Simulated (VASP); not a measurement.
Here is a VASP 6.6.1 calculation.

The input POSCAR:

```
TiO2
1.0
    6.1122767729     -1.8708273909      0.0000000000
    6.1122767729      1.8708273909      0.0000000000
   -1.9153839319      0.0000000000      6.2864893037
Ti O
4 8
Direct
    0.9000710000      0.9000710000      0.2896020000
    0.1952860000      0.1952860000      0.2837620000
    0.0999290000      0.0999290000      0.7103980000
    0.8047140000      0.8047140000      0.7162380000
    0.3619310000      0.3619310000      0.2933970000
    0.2634885000      0.2634885000      0.6525000000
    0.8671885000      0.8671885000      0.9952910000
    0.7365115000      0.7365115000      0.3475000000
    0.9416475000      0.9416475000      0.6300210000
    0.1328115000      0.1328115000      0.0047090000
    0.6380690000      0.6380690000      0.7066030000
    0.0583525000      0.0583525000      0.3699790000
```

INCAR.step1

```
SYSTEM = TiO2
PREC = Accurate
ENCUT = 520
ISMEAR = -1
SIGMA = 0.05
LREAL = .FALSE.
LASPH = .TRUE.
NELM = 100
NBANDS = 60
GGA = PE
ALGO = Normal
EDIFF = 1E-4
LWAVE = .TRUE.
LCHARG = .FALSE.
KPAR = 4
```

Contents of INCAR.step2:

```
SYSTEM = TiO2
PREC = Accurate
ENCUT = 520
EDIFF = 1E-6
ISMEAR = -1
SIGMA = 0.05
LREAL = .FALSE.
LASPH = .TRUE.
NELM = 100
ALGO = Normal
ISIF = 2
LWAVE = .FALSE.
LCHARG = .FALSE.
METAGGA = R2SCAN
LMIXTAU = .TRUE.
NBANDS = 60
ISTART = 1
KPAR = 4
```

The input KPOINTS:

```
Automatic mesh
0
G
  8 8 4
  0 0 0
```

Potentials or basis: VASP PAW PBE potentials, release 64 (Ti_sv, O).

Command:

```bash
$ cat potpaw_PBE.64/Ti_sv/POTCAR potpaw_PBE.64/O/POTCAR > POTCAR
$ cp INCAR.step1 INCAR
$ mpirun -np 4 vasp_std > vasp.out
$ cp INCAR.step2 INCAR
$ mpirun -np 4 vasp_std > vasp.out
```

(1) Estimate the pressure.

(2) Estimate the band gap on the k mesh.

(3) What does it give for the largest force?

Answers

(1) -0.5 GPa.

(2) 3.21 eV (least direct gap 3.40 eV).

(3) 0.102 eV/Å.

Caveat: the PAW data sets were made with another functional, which shifts forces and pressure a little.
